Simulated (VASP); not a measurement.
A run of VASP 6.6.1 is set up as follows.

File INCAR:

```
  PREC = Accurate
  ENCUT = 520
  EDIFF = 1E-6
  ISMEAR = -1
  SIGMA = 0.08
  LREAL = False
  LASPH = True
  NELM = 60
  ALGO = Normal
  ISIF = 2
  LWAVE = False
  LCHARG = False
  GGA = PS
  NBANDS = 12
```

The input KPOINTS:

```
Automatic mesh
0
Gamma
  12 12 12
```

File POSCAR:

```
P
1.0
    0.0000000000      2.3688339413      2.3688339413
    2.3688339413      0.0000000000      2.3688339413
    2.3688339413      2.3688339413      0.0000000000
P
2
Direct
   -0.1250000000     -0.1250000000     -0.1250000000
    0.1250000000      0.1250000000      0.1250000000
```

Potentials or basis: VASP PAW PBE potentials, release 64 (P).

Run with:

```console
$ cat potpaw_PBE.64/P/POTCAR > POTCAR
$ mpirun -np 1 vasp_std > vasp.out
```

**Question.** What does it give for the pressure?

**Answer.** 45.3 GPa.

**Question.** Estimate the band gap on the k mesh.

**Answer.** Zero (bands 5 and 6 overlap by 4.36 eV).

Caveat: the cell stands under pressure; the PAW data sets were made with another functional, which shifts forces and pressure a little.
